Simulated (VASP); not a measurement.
# ScHO2 (P6_3/mmc) in VASP: single point with PBEsol

Aim: the single point of ScHO2 with PBEsol.

Program: VASP 6.6.1. These are calculated values, not measurements. Logs are shortened: lines on timing, memory, paths and dates and some standing lists are left out, and cuts for length are marked.

## Step 1: The cell of the first run

The structure is hexagonal, space group P6_3/mmc (No. 194). The conventional cell has a = 3.234 Å, b = 3.234 Å, c = 9.062 Å, α = 90.00°, β = 90.00°, γ = 120.00°. Within 2.8 Å of Sc (site symmetry -3m) lie 6 O at 2.14 Å. Within 1.6 Å of H (site symmetry -6m2) lie 2 O at 1.22 Å. O (site symmetry 3m) has 1 H at 1.22 Å within 1.6 Å.

## Step 2: Single point, PBEsol

Contents of INCAR:

```
SYSTEM = ScHO2
PREC     = Accurate       ! precision mode
ENCUT    = 520            ! plane-wave cutoff, eV
EDIFF    = 1E-6           ! SCF threshold, eV
ISMEAR   = 0              ! smearing method
SIGMA    = 0.01           ! smearing width, eV
LREAL    = .False.        ! projectors in reciprocal space
LASPH    = .True.         ! aspherical terms in the spheres
NELM     = 100            ! most SCF steps
ALGO     = Normal         ! electronic algorithm
ISIF     = 2              ! what is computed and relaxed
LWAVE    = .False.        ! write WAVECAR
LCHARG   = .False.        ! write CHGCAR
GGA      = PS             ! functional
NBANDS   = 34             ! bands
```

Contents of KPOINTS:

```
regular mesh
0
Gamma
  7 7 2
  0 0 0
```

Contents of POSCAR:

```
ScHO2
1.0
    3.2335320600      0.0000000000      0.0000000000
   -1.6167660300      2.8003209100      0.0000000000
    0.0000000000      0.0000000000      9.0621260000
Sc H O
2 2 4
Direct
    0.0000000000      0.0000000000      0.5000000000
    0.0000000000      0.0000000000      0.0000000000
    0.6666666700      0.3333333300      0.7500000000
    0.3333333300      0.6666666700      0.2500000000
    0.6666666700      0.3333333300      0.6155880000
    0.6666666700      0.3333333300      0.8844120000
    0.3333333300      0.6666666700      0.1155880000
    0.3333333300      0.6666666700      0.3844120000
```

Potentials or basis: VASP PAW PBE potentials, release 64 (Sc_sv, H, O).

Started as:

```
$ cat potpaw_PBE.64/Sc_sv/POTCAR potpaw_PBE.64/H/POTCAR potpaw_PBE.64/O/POTCAR > POTCAR
$ mpirun -np 1 vasp_std > vasp.out
```

OUTCAR:

```text
SYSTEM = ScHO2
   PREC = Accurate
   ENCUT = 520
   EDIFF = 1E-6
   ISMEAR = 0
   LREAL = .False.
   LASPH = .True.
   NELM = 100
   ISIF = 2
   GGA = PS

 ion  position               nearest neighbor table
   1  0.000  0.000  0.500-   5 2.14   8 2.14   5 2.14   8 2.14   5 2.14   8 2.14
   2  0.000  0.000  0.000-   6 2.14   7 2.14   6 2.14   7 2.14   6 2.14   7 2.14
   3  0.667  0.333  0.750-   5 1.22   6 1.22
   4  0.333  0.667  0.250-   7 1.22   8 1.22
   5  0.667  0.333  0.616-   3 1.22   1 2.14   1 2.14   1 2.14
   6  0.667  0.333  0.884-   3 1.22   2 2.14   2 2.14   2 2.14
   7  0.333  0.667  0.116-   4 1.22   2 2.14   2 2.14   2 2.14
   8  0.333  0.667  0.384-   4 1.22   1 2.14   1 2.14   1 2.14

  LATTYP: Found a hexagonal cell.
 ALAT       =     3.2335320600
 C/A-ratio  =     2.8025471317

  Lattice vectors:

 A1 = (   3.2335320600,   0.0000000000,   0.0000000000)
 A2 = (  -1.6167660300,   2.8003209100,   0.0000000000)
 A3 = (   0.0000000000,   0.0000000000,   9.0621260000)

Analysis of symmetry for initial positions (statically):
=====================================================================
 Subroutine PRICEL returns:
 Original cell was already a primitive cell.

 Routine SETGRP: Setting up the symmetry group for a
 hexagonal supercell.

 Subroutine GETGRP returns: Found 24 space group operations
 (whereof 12 operations were pure point group operations)
 out of a pool of 24 trial point group operations.

The static configuration has the point symmetry D_3d.
 The point group associated with its full space group is D_6h.

Analysis of symmetry for dynamics (positions and initial velocities):
=====================================================================
 Subroutine PRICEL returns:
 Original cell was already a primitive cell.

 Routine SETGRP: Setting up the symmetry group for a
 hexagonal supercell.

 Subroutine GETGRP returns: Found 24 space group operations
 (whereof 12 operations were pure point group operations)
 out of a pool of 24 trial point group operations.

The dynamic configuration has the point symmetry D_3d.
 The point group associated with its full space group is D_6h.

 Subroutine INISYM returns: Found 24 space group operations
 (whereof 12 operations are pure point group operations),
 and found     1 'primitive' translations

----------------------------------------------------------------------------------------
[... 100 lines left out ...]
   IBRION =     -1    ionic relax: 0-MD 1-quasi-New 2-CG
   NFREE  =      0    steps in history (QN), initial steepest desc. (CG)
   ISIF   =      2    stress and relaxation
   ISYM   =      2    0-nonsym 1-usesym 2-fastsym
   POTIM  = 0.5000    time-step for ionic-motion
   TEBEG  =    0.0;   TEEND  =   0.0 temperature during run
   PSTRESS=    0.0 pullay stress
   NELECT =      48.0000    total number of electrons
   NUPDOWN=      -1.0000    fix difference up-down
   EMIN   =  10.00;   EMAX   =-10.00  energy-range for DOS
   EFERMI =   0.00;   METHOD = LEGACY
   ISMEAR =     0;   SIGMA  =   0.01  broadening in eV -4-tet -1-fermi 0-gaus
   EFERMI_NEDOS =   21; number of points for ismear=-14 and -15
   IALGO  =     38    algorithm
   IMIX   =      4    mixing-type and parameters
     AMIX     =   0.40;   BMIX     =  1.00
     AMIX_MAG =   1.60;   BMIX_MAG =  1.00
  volume/ion in A,a.u.               =      10.26        69.22
  Fermi-wavevector in a.u.,A,eV,Ry     =   1.369147  2.587314 25.505001  1.874565
  Thomas-Fermi vector in A             =   2.495049
   LORBIT       =      0    0 simple, 1 ext, 2 COOP (PROOUT), +10 PAW based schemes
   GGA     = PS    functional components
   LHFCALC =     F    Hartree Fock is set to
   AEXX    =    0.0000 exact exchange contribution
   IVDW    =     0    specifies the selected vdW correction
   LEPSILON=     F    determine dielectric tensor
   LRPA    =     F    only Hartree local field effects (RPA)
 non-spin polarized calculation
 Gauss-broadening in eV      SIGMA  =   0.01
  energy-cutoff  :      520.00
  volume of cell :       82.06
 maximum number of plane-waves:      2248
   NGX = 13   NGY = 13   NGZ = 33

 number of electron      48.0000012 magnetization

 Free energy of the ion-electron system (eV)
  ---------------------------------------------------
  ext. energy  EPLUGINS =         0.00000000
  ---------------------------------------------------
  free energy    TOTEN  =       -61.69948212 eV

  energy without entropy =      -61.69948212  energy(sigma->0) =      -61.69948212

 E-fermi :   1.3391     XC(G=0): -10.3869

 val. band max:        1.2644033725   @ k =   0.1429   0.1429   0.0000
 cond. band min:       4.9410926248   @ k =   0.4286   0.0000   0.0000
 fundamental gap:      3.6766892523
 Fermi energy:         1.3390767740

 k-point     1 :       0.0000    0.0000    0.0000
  band No.  band energies     occupation
      1     -45.9056      2.00000
      2     -45.9053      2.00000
      3     -24.7886      2.00000
      4     -24.7691      2.00000
      5     -24.4233      2.00000
      6     -24.4233      2.00000
[... 581 lines left out ...]
     33       8.7083      0.00000
     34       8.7083      0.00000

------------------------ aborting loop because EDIFF is reached ----------------------------------------

  FORCE on cell =-STRESS in cart. coord.  units (eV):
  Direction    XX          YY          ZZ          XY          YZ          ZX
  --------------------------------------------------------------------------------------
  -------------------------------------------------------------------------------------
  Total       -2.5063997     -2.5063997     -2.2104547      0.0000000      0.0000000      0.0000000
  in kB      -48.9379580    -48.9379581    -43.1595716      0.0000000      0.0000000      0.0000000
  external PRESSURE =     -47.0118292 kB  Pullay stress =       0.0000000 kB

 VOLUME and BASIS-vectors are now :
 -----------------------------------------------------------------------------
  energy-cutoff  :      520.00
  volume of cell :       82.06
      direct lattice vectors                 reciprocal lattice vectors
     3.233532060  0.000000000  0.000000000     0.309259343  0.178550965  0.000000000
    -1.616766030  2.800320910  0.000000000     0.000000000  0.357101929  0.000000000
     0.000000000  0.000000000  9.062126000     0.000000000  0.000000000  0.110349382

 POSITION                                       TOTAL-FORCE (eV/Angst)
 -----------------------------------------------------------------------------------
      0.00000      0.00000      4.53106         0.000000     -0.000000      0.000000
      0.00000      0.00000      0.00000         0.000000     -0.000000      0.000000
      1.61677      0.93344      6.79659         0.000000     -0.000000      0.000000
     -0.00000      1.86688      2.26553         0.000000      0.000000     -0.000000
      1.61677      0.93344      5.57854        -0.000000     -0.000000     -0.230957
      1.61677      0.93344      8.01465        -0.000000     -0.000000      0.230957
     -0.00000      1.86688      1.04747         0.000000      0.000000     -0.230957
     -0.00000      1.86688      3.48359         0.000000     -0.000000      0.230957
 -----------------------------------------------------------------------------------
    total drift:                                0.000000      0.000000      0.000000

  FREE ENERGIE OF THE ION-ELECTRON SYSTEM (eV)
  ---------------------------------------------------
  free  energy   TOTEN  =       -61.6994821239 eV

  energy  without entropy=      -61.6994821239  energy(sigma->0) =      -61.69948212
```

Wall time 42 s (1 thread of Intel Xeon Platinum 8488C (Sapphire Rapids), shared host); peak memory 0.2 GiB.

What came out:

| Property | Result |
| --- | --- |
| Free energy | -61.6995 eV |
| Pressure | -4.7 GPa |
| Largest force | 0.231 eV/Å |
| Band gap on the k mesh | 3.68 eV, indirect (least direct gap 4.07 eV) |

Forces on the atoms (eV/Å):
```
Sc   0.000  0.000  0.000
Sc   0.000  0.000  0.000
H    0.000  0.000  0.000
H    0.000  0.000  0.000
O    0.000  0.000 -0.231
O    0.000  0.000  0.231
O    0.000  0.000 -0.231
O    0.000  0.000  0.231
```

Levels at points of the mesh, in eV from the valence-band top:
```tsv
k point	band 22	band 23	band 24	band 25	band 26	band 27
(0.00, 0.00, 0.00)	-0.15	-0.11	-0.11	4.52	4.71	4.71
(0.00, 0.00, 0.50)	-0.33	-0.33	-0.33	4.75	4.75	4.75
```

Caveat: the PAW data sets were made with another functional, which shifts forces and pressure a little.
